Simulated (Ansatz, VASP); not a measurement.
# Hf3N4 in VASP and in Ansatz

```
Hf N
1.0
    -3.32801    3.32801    3.32801
     3.32801   -3.32801    3.32801
     3.32801    3.32801   -3.32801
Hf N
6 8
Direct
  0.25000 0.62500 0.37500
  0.37500 0.25000 0.62500
  0.75000 0.87500 0.12500
  0.12500 0.75000 0.87500
  0.62500 0.37500 0.25000
  0.87500 0.12500 0.75000
  0.13556 0.13556 0.13556
  0.86444 0.50000 0.00000
  0.50000 0.00000 0.36444
  0.00000 0.86444 0.50000
  0.36444 0.50000 0.00000
  0.63556 0.63556 0.63556
  0.00000 0.36444 0.50000
  0.50000 0.00000 0.86444
```

Change from the starting cell: volume scaled by 0.98, ions relaxed.

Alike in both runs: task relaxation of the atoms; functional PBE; k mesh 6 × 6 × 6; occupations fermi-dirac, width 0.02 eV; no spin polarisation.

|  | VASP | Ansatz |
| --- | --- | --- |
| version | VASP 6.6.1 | Ansatz 0.2.0 |
| potentials or method | VASP PAW PBE potentials, release 64 (Hf_pv, N) | plane-wave PAW, scalar-relativistic |
| plane-wave cutoff (eV) | 520 | 420 |
| valence electrons in the cell | 100 | 196 |

```csv
,VASP,Ansatz,Ansatz less VASP
"gap on the k mesh at the Fermi level, each at its own relaxed structure (eV)",1.08,1.10,+0.014
```

VASP's potentials hold 100 valence electrons a cell and Ansatz's 196, so a difference there can come from the potentials and not from the codes. Ansatz's warnings: stress scf threshold loose.

Neither program's run includes spin-orbit coupling.
